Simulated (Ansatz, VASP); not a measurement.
**One calculation of Rh, two programs**

INCAR

```
PREC     = Accurate       # precision mode
ENCUT    = 400            # plane-wave cutoff, eV
EDIFF    = 1E-6           # SCF threshold, eV
ISMEAR   = 1              # smearing method
SIGMA    = 0.1            # smearing width, eV
LREAL    = False          # projectors in reciprocal space
LASPH    = True           # aspherical terms in the spheres
NELM     = 120            # most SCF steps
ALGO     = Normal         # electronic algorithm
ISIF     = 2              # what is computed and relaxed
LWAVE    = False          # write WAVECAR
LCHARG   = False          # write CHGCAR
LDIPOL   = True         
IDIPOL   = 3            
DIPOL    = 0.5 0.5 0.375
GGA      = PS             # functional
IVDW     = 13             # dispersion correction
NBANDS   = 102            # bands
GGA_COMPAT= False        
NELMDL   = -8
```

KPOINTS

```
regular mesh
0
Gamma
  9 9 1
```

The input POSCAR:

```
Rh
1.0
    5.3150229898     -0.0000000287      0.0000000000
   -2.6575114700      4.6029449452      0.0000000000
    0.0000000000      0.0000000000     24.3597298727
Rh
12
Direct
    0.0000000000      0.0000000000      0.2873595084
    0.0000000000      0.5000000000      0.2873595084
    0.5000000000      0.0000000000      0.2873595084
    0.5000000000      0.5000000000      0.2873595084
    0.3335772483      0.1667957427      0.3745318394
    0.3332184944      0.6664227517      0.3745318394
    0.8333333333      0.1666666667      0.3762027267
    0.8332042573      0.6667815056      0.3745318394
    0.6688418369      0.3347990100      0.4637709369
    0.6652009900      0.8340428269      0.4637709369
    0.1659571731      0.3311581631      0.4637709369
    0.1666666667      0.8333333333      0.4631707962
```

Input for Ansatz:

```yaml
crystal:
  lattice:
    - [5.3150229898, -2.87e-08, 0.0]
    - [-2.65751147, 4.6029449452, 0.0]
    - [0.0, 0.0, 24.3597298727]
  atoms:
    - { symbol: Rh, position: [0.0, 0.0, 0.2873595084] }
    - { symbol: Rh, position: [0.0, 0.5, 0.2873595084] }
    - { symbol: Rh, position: [0.5, 0.0, 0.2873595084] }
    - { symbol: Rh, position: [0.5, 0.5, 0.2873595084] }
    - { symbol: Rh, position: [0.3335772483, 0.1667957427, 0.3745318394] }
    - { symbol: Rh, position: [0.3332184944, 0.6664227517, 0.3745318394] }
    - { symbol: Rh, position: [0.8333333333, 0.1666666667, 0.3762027267] }
    - { symbol: Rh, position: [0.8332042573, 0.6667815056, 0.3745318394] }
    - { symbol: Rh, position: [0.6688418369, 0.33479901, 0.4637709369] }
    - { symbol: Rh, position: [0.66520099, 0.8340428269, 0.4637709369] }
    - { symbol: Rh, position: [0.1659571731, 0.3311581631, 0.4637709369] }
    - { symbol: Rh, position: [0.1666666667, 0.8333333333, 0.4631707962] }
basis:
  ecutwfc: 420
kpoints:
  mp_grid: { grid: [9, 9, 1] }
hamiltonian:
  xc: pbesol
  dispersion: d4
  pseudopotentials: { kind: paw, azcp: { folder: soft_1 } }
scf:
  occupations: { method: methfessel_paxton, width: 0.1 }
  n_extra_bands: 14
  max_iter: 160
output:
  forces: true
  eigenvalues: true
  write_density: true
  write_potential: true
  elf: true
  volumetric_format: npy
efield:
  axis: 3
  dipole_correction: true
```

Alike in both runs: task single point; functional PBEsol; dispersion D4; k mesh 9 × 9 × 1; occupations methfessel-paxton of order 1, width 0.1 eV; no spin polarisation.

|  | VASP | Ansatz |
| --- | --- | --- |
| version | VASP 6.6.1 | Ansatz 0.2.0 |
| potentials or method | VASP PAW PBE potentials, release 64 (Rh_pv), cutoff 400 eV | scalar-relativistic, plane waves, PAW |
| valence electrons in the cell | 180 | 204 |

Ansatz gave:

```
gap on the k mesh at the Fermi level (eV) : none
rms of the force components (eV/Å)        : 0.165
```

Question: Which values does VASP return?

Answer: gap on the k mesh at the Fermi level (eV): none; rms of the force components (eV/Å): 0.166.

VASP's potentials were made for PBE, not for PBEsol, and Ansatz warns of the same on its side. Atom by atom the forces differ by 0.001 eV/Å (rms over components). A gap of «none» marks a metal or a gap that the smearing closes. VASP's potentials hold 180 valence electrons a cell and Ansatz's 204, so a difference there can come from the potentials and not from the codes. Ansatz's warnings: xc potential rough in thin density.
